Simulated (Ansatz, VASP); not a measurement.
**Two plane-wave programs on TiB6**

File INCAR:

```
PREC = Accurate ; ENCUT = 520
EDIFF = 1E-6 ; ISMEAR = 0
SIGMA = 0.1 ; LREAL = False
LASPH = True ; NELM = 150
ALGO = Normal ; ISIF = 2
LWAVE = False ; LCHARG = False
ISPIN = 2 ; MAGMOM = 1 0 0 0 0 0 0
LORBIT = 11 ; LMAXMIX = 4
GGA = PE ; NBANDS = 28
```

The input KPOINTS:

```
regular mesh
0
Gamma
  6 6 6
```

Contents of POSCAR:

```
TiB6
1.0
    0.0000000000      3.0761692429      3.0761692429
    3.0761692429      0.0000000000      3.0761692429
    3.0761692429      3.0761692429      0.0000000000
Ti B
1 6
Direct
    0.5000000000      0.5000000000      0.5000000000
    0.0276871690      0.4723128310      0.4723128310
    0.4723128310      0.0276871690      0.0276871690
    0.4723128310      0.4723128310      0.0276871690
    0.0276871690      0.0276871690      0.4723128310
    0.0276871690      0.4723128310      0.0276871690
    0.4723128310      0.0276871690      0.4723128310
```

Input for Ansatz:

```yaml
crystal:
  lattice:
    - [0.0, 3.0761692429, 3.0761692429]
    - [3.0761692429, 0.0, 3.0761692429]
    - [3.0761692429, 3.0761692429, 0.0]
  atoms:
    - { symbol: Ti, position: [0.5, 0.5, 0.5], spin: 1.0 }
    - { symbol: B, position: [0.027687169, 0.472312831, 0.472312831] }
    - { symbol: B, position: [0.472312831, 0.027687169, 0.027687169] }
    - { symbol: B, position: [0.472312831, 0.472312831, 0.027687169] }
    - { symbol: B, position: [0.027687169, 0.027687169, 0.472312831] }
    - { symbol: B, position: [0.027687169, 0.472312831, 0.027687169] }
    - { symbol: B, position: [0.472312831, 0.027687169, 0.472312831] }
basis:
  ecutwfc: 420
kpoints:
  mp_grid: { grid: [6, 6, 6] }
hamiltonian:
  xc: pbe
scf:
  occupations: { method: gaussian, width: 0.1 }
  lower_state_search: "off"
output:
  forces: true
  stress: true
  eigenvalues: true
  populations: true
magnetization:
  spin_polarized: true
```

Alike in both runs: task single point; functional PBE; k mesh 6 × 6 × 6; occupations gaussian, width 0.1 eV; collinear spin.

```csv
,VASP,Ansatz
version,VASP 6.6.1,Ansatz 0.2.0
potentials or method,"VASP PAW PBE potentials, release 64 (Ti_sv, B), cutoff 520 eV","scalar-relativistic, plane waves, PAW"
valence electrons in the cell,30,30
```

```tsv
	VASP	Ansatz	Ansatz less VASP
gap on the k mesh at the Fermi level (eV)	none	none	-
pressure (GPa)	-0.1	0.1	+0.15
rms of the force components (eV/Å)	0.003	0.003	+0.0006
net moment per atom (μB)	0.00	0.00	0.000
```

Atom by atom the forces differ by 0.006 eV/Å (rms over components). A gap of «none» marks a metal or a gap that the smearing closes. Ansatz's warnings: seeded moment not kept.
